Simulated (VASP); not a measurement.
The system is CuO.

```xyz
4
Lattice="2.8406 0.0000 0.0000 0.0385 2.8404 0.0000 0.0173 0.0170 5.1064" Properties=species:S:1:pos:R:3 pbc="T T T"
Cu    0.0193    1.4202    0.0000
Cu    1.4289    0.0085    2.5532
O     2.8491    0.0175    3.8292
O     0.0473    2.8399    1.2772
```

Base run:

```yaml
Program: VASP 6.6.1
Functional: PBE
Potentials_or_basis: VASP PAW PBE potentials, release 64 (Cu, O)
Cutoff: 520 eV
k_mesh: 9 × 9 × 5
Occupations: fermi-dirac, width 0.05 eV
Spin: no spin polarisation
```

Its results: band gap on the k mesh zero (band 17 reaches 6.50 eV, above the bottom of band 18 at 5.53 eV); pressure 14.7 GPa; largest force 0.012 eV/Å.

After a change of settings the same cell gave: band gap on the k mesh zero (band 17 reaches 6.34 eV, above the bottom of band 18 at 5.35 eV); pressure 6.2 GPa; largest force 0.013 eV/Å. Which change was it?
A. functional from PBE to RPBE; further incar settings from ALGO = Normal; EDIFF = 1e-06; NBANDS = 25 to ALGO = Normal; EDIFF = 1e-07; NBANDS = 25
B. further incar settings from ALGO = Normal; EDIFF = 1e-06; NBANDS = 25 to ALGO = Normal; EDIFF = 1e-07; NBANDS = 25
C. functional from PBE to PBEsol

C.

PBEsol binds more tightly than PBE, so the same cell stands under less pressure.

Caveats: semilocal functionals often make such compounds metallic where correlation or magnetic order opens a gap, which also shifts bond lengths; the PAW data sets were made with another functional, which shifts forces and pressure a little (some runs).
